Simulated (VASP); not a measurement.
# Zn2C (Fm-3m) in VASP: single point with r2SCAN

Aim: the single point of Zn2C with r2SCAN.

Everything below comes from runs of VASP 6.6.1. Logs are shortened: lines on timing, memory, paths and dates and some standing lists are left out, and cuts for length are marked.

## 1. The cell of the first run

The structure is cubic, space group Fm-3m (No. 225). Conventional cell: a = 5.156 Å, b = 5.156 Å, c = 5.156 Å, α = 90.00°, β = 90.00°, γ = 90.00°. C (site symmetry m-3m) has 8 Zn at 2.23 Å within 3.0 Å. Within 3.0 Å of Zn (site symmetry -43m) lie 4 C at 2.23 Å and 6 Zn at 2.58 Å.

## 2. Single point, r2SCAN

File POSCAR:

```
Zn2C
1.0
    0.0000000000      2.5779490272      2.5779490272
    2.5779490272      0.0000000000      2.5779490272
    2.5779490272      2.5779490272      0.0000000000
C Zn
1 2
Direct
    0.0000000000      0.0000000000      0.0000000000
    0.2500000000      0.2500000000      0.2500000000
    0.7500000000      0.7500000000      0.7500000000
```

File INCAR.step1:

```
PREC = Accurate
ENCUT = 520
ISMEAR = 1
SIGMA = 0.2
LREAL = F
LASPH = T
NELM = 100
NBANDS = 21
GGA = PE
ALGO = Normal
EDIFF = 1E-4
LWAVE = T
LCHARG = F
```

File INCAR.step2:

```
PREC = Accurate
ENCUT = 520
EDIFF = 1E-7
ISMEAR = 1
SIGMA = 0.2
LREAL = F
LASPH = T
NELM = 100
ALGO = Normal
ISIF = 2
LWAVE = F
LCHARG = F
METAGGA = R2SCAN
LMIXTAU = T
NBANDS = 21
ISTART = 1
```

File KPOINTS:

```
regular mesh
0
Gamma
  6 6 6
```

Potentials or basis: VASP PAW PBE potentials, release 64 (C, Zn).

Launch:

```bash
> cat potpaw_PBE.64/C/POTCAR potpaw_PBE.64/Zn/POTCAR > POTCAR
> cp INCAR.step1 INCAR
> mpirun -np 1 vasp_std > vasp.out
> cp INCAR.step2 INCAR
> mpirun -np 1 vasp_std > vasp.out
```

OUTCAR:

```text
PREC = Accurate
   ENCUT = 520
   EDIFF = 1E-7
   ISMEAR = 1
   LREAL = F
   LASPH = T
   NELM = 100
   ISIF = 2
   METAGGA = R2SCAN
   ISTART = 1

 ion  position               nearest neighbor table
   1  0.000  0.000  0.000-   3 2.23   3 2.23   3 2.23   2 2.23   3 2.23   2 2.23   2 2.23   2 2.23

   2  0.250  0.250  0.250-   1 2.23   1 2.23   1 2.23   1 2.23   3 2.58   3 2.58   3 2.58   3 2.58
                             3 2.58   3 2.58
   3  0.750  0.750  0.750-   1 2.23   1 2.23   1 2.23   1 2.23   2 2.58   2 2.58   2 2.58   2 2.58
                             2 2.58   2 2.58

  LATTYP: Found a face centered cubic cell.
 ALAT       =     5.1558980544

  Lattice vectors:

 A1 = (   0.0000000000,   2.5779490272,   2.5779490272)
 A2 = (   2.5779490272,   0.0000000000,   2.5779490272)
 A3 = (   2.5779490272,   2.5779490272,   0.0000000000)

Analysis of symmetry for initial positions (statically):
=====================================================================
 Subroutine PRICEL returns:
 Original cell was already a primitive cell.

 Routine SETGRP: Setting up the symmetry group for a
 face centered cubic supercell.

 Subroutine GETGRP returns: Found 48 space group operations
 (whereof 48 operations were pure point group operations)
 out of a pool of 48 trial point group operations.

The static configuration has the point symmetry O_h .

Analysis of symmetry for dynamics (positions and initial velocities):
=====================================================================
 Subroutine PRICEL returns:
 Original cell was already a primitive cell.

 Routine SETGRP: Setting up the symmetry group for a
 face centered cubic supercell.

 Subroutine GETGRP returns: Found 48 space group operations
 (whereof 48 operations were pure point group operations)
 out of a pool of 48 trial point group operations.

The dynamic configuration has the point symmetry O_h .

 Subroutine INISYM returns: Found 48 space group operations
 (whereof 48 operations are pure point group operations),
 and found     1 'primitive' translations

----------------------------------------------------------------------------------------

                                     Primitive cell

  volume of cell :      34.2652

  direct lattice vectors                    reciprocal lattice vectors
[... 75 lines left out ...]
   LNONCOLLINEAR =      F non collinear calculations
   LSORBIT =      F    spin-orbit coupling
   LASPH  =      T    aspherical Exc in radial PAW
   ENCUT  =  520.0 eV  38.22 Ry    6.18 a.u.   6.78  6.78  6.78*2*pi/ulx,y,z
   NELM   =    100;   NELMIN=  2; NELMDL=  0     # of ELM steps
   EDIFF  = 0.1E-06   stopping-criterion for ELM
   LREAL  =      F    real-space projection
   EDIFFG = 0.1E-05   stopping-criterion for IOM
   NSW    =      0    number of steps for IOM
   IBRION =     -1    ionic relax: 0-MD 1-quasi-New 2-CG
   NFREE  =      0    steps in history (QN), initial steepest desc. (CG)
   ISIF   =      2    stress and relaxation
   ISYM   =      2    0-nonsym 1-usesym 2-fastsym
   POTIM  = 0.5000    time-step for ionic-motion
   TEBEG  =    0.0;   TEEND  =   0.0 temperature during run
   PSTRESS=    0.0 pullay stress
   NELECT =      28.0000    total number of electrons
   NUPDOWN=      -1.0000    fix difference up-down
   EMIN   =  10.00;   EMAX   =-10.00  energy-range for DOS
   EFERMI =   0.00;   METHOD = LEGACY
   ISMEAR =     1;   SIGMA  =   0.20  broadening in eV -4-tet -1-fermi 0-gaus
   EFERMI_NEDOS =   21; number of points for ismear=-14 and -15
   IALGO  =     38    algorithm
   IMIX   =      4    mixing-type and parameters
     AMIX     =   0.40;   BMIX     =  1.00
     AMIX_MAG =   1.60;   BMIX_MAG =  1.00
  volume/ion in A,a.u.               =      11.42        77.08
  Fermi-wavevector in a.u.,A,eV,Ry     =   1.530535  2.892291 31.872144  2.342537
  Thomas-Fermi vector in A             =   2.638004
   LORBIT       =      0    0 simple, 1 ext, 2 COOP (PROOUT), +10 PAW based schemes
   METAGGA = R2SCAN    functional components
   LHFCALC =     F    Hartree Fock is set to
   AEXX    =    0.0000 exact exchange contribution
   IVDW    =     0    specifies the selected vdW correction
   LEPSILON=     F    determine dielectric tensor
   LRPA    =     F    only Hartree local field effects (RPA)
 non-spin polarized calculation
 Methfessel and Paxton  Order N= 1 SIGMA  =   0.20
  energy-cutoff  :      520.00
  volume of cell :       34.27
 maximum number of plane-waves:       941
   NGX = 13   NGY = 13   NGZ = 13

 number of electron      27.9999984 magnetization

 Free energy of the ion-electron system (eV)
  ---------------------------------------------------
  ext. energy  EPLUGINS =         0.00000000
  ---------------------------------------------------
  free energy    TOTEN  =       -25.81180633 eV

  energy without entropy =      -25.81130395  energy(sigma->0) =      -25.81163887

 E-fermi :   4.6879     XC(G=0): -13.0229

 val. band max:        4.5898148335   @ k =   0.0000   0.0000   0.0000
 cond. band min:       4.7133891973   @ k =   0.0000   0.0000   0.0000
 fundamental gap:      0.1235743638
 Fermi energy:         4.6878694104

 k-point     1 :       0.0000    0.0000    0.0000
  band No.  band energies     occupation
      1     -10.1778      2.00000
      2      -4.4658      2.00000
      3      -4.4657      2.00000
      4      -4.4657      2.00000
      5      -4.2242      2.00000
      6      -4.2242      2.00000
[... 373 lines left out ...]
     20      17.2291      0.00000
     21      21.0777      0.00000

------------------------ aborting loop because EDIFF is reached ----------------------------------------

  FORCE on cell =-STRESS in cart. coord.  units (eV):
  Direction    XX          YY          ZZ          XY          YZ          ZX
  --------------------------------------------------------------------------------------
  -------------------------------------------------------------------------------------
  Total        0.1216961      0.1216961      0.1216961     -0.0000000     -0.0000000      0.0000000
  in kB        5.6902905      5.6902905      5.6902905     -0.0000000     -0.0000000      0.0000000
  external PRESSURE =       5.6902905 kB  Pullay stress =       0.0000000 kB

 VOLUME and BASIS-vectors are now :
 -----------------------------------------------------------------------------
  energy-cutoff  :      520.00
  volume of cell :       34.27
      direct lattice vectors                 reciprocal lattice vectors
     0.000000000  2.577949027  2.577949027    -0.193952632  0.193952632  0.193952632
     2.577949027  0.000000000  2.577949027     0.193952632 -0.193952632  0.193952632
     2.577949027  2.577949027  0.000000000     0.193952632  0.193952632 -0.193952632

 POSITION                                       TOTAL-FORCE (eV/Angst)
 -----------------------------------------------------------------------------------
      0.00000      0.00000      0.00000        -0.000000      0.000000      0.000000
      1.28897      1.28897      1.28897        -0.000000     -0.000000     -0.000000
      3.86692      3.86692      3.86692         0.000000      0.000000      0.000000
 -----------------------------------------------------------------------------------
    total drift:                                0.000000      0.000000      0.000000

  FREE ENERGIE OF THE ION-ELECTRON SYSTEM (eV)
  ---------------------------------------------------
  free  energy   TOTEN  =       -25.8118063281 eV

  energy  without entropy=      -25.8113039495  energy(sigma->0) =      -25.81163887
```

OUTCAR.step1:

```text
PREC = Accurate
   ENCUT = 520
   ISMEAR = 1
   LREAL = F
[... 601 lines left out ...]
      0.00000      0.00000      0.00000        -0.000000     -0.000000     -0.000000
      1.28897      1.28897      1.28897        -0.000000     -0.000000      0.000000
      3.86692      3.86692      3.86692         0.000000      0.000000     -0.000000
 -----------------------------------------------------------------------------------
    total drift:                                0.000000      0.000000      0.000000

  FREE ENERGIE OF THE ION-ELECTRON SYSTEM (eV)
  ---------------------------------------------------
  free  energy   TOTEN  =        -9.2269832004 eV

  energy  without entropy=       -9.2265481373  energy(sigma->0) =       -9.22683818
```

It took 91 s on 1 thread of Intel Xeon Platinum 8488C (Sapphire Rapids), shared host; peak memory 0.16 GiB.

Results:

```yaml
Free_energy: -25.8118 eV
Pressure: 0.6 GPa
Band_gap_on_the_k_mesh: 0.12 eV, direct
```

Caveat: the PAW data sets were made with another functional, which shifts forces and pressure a little.
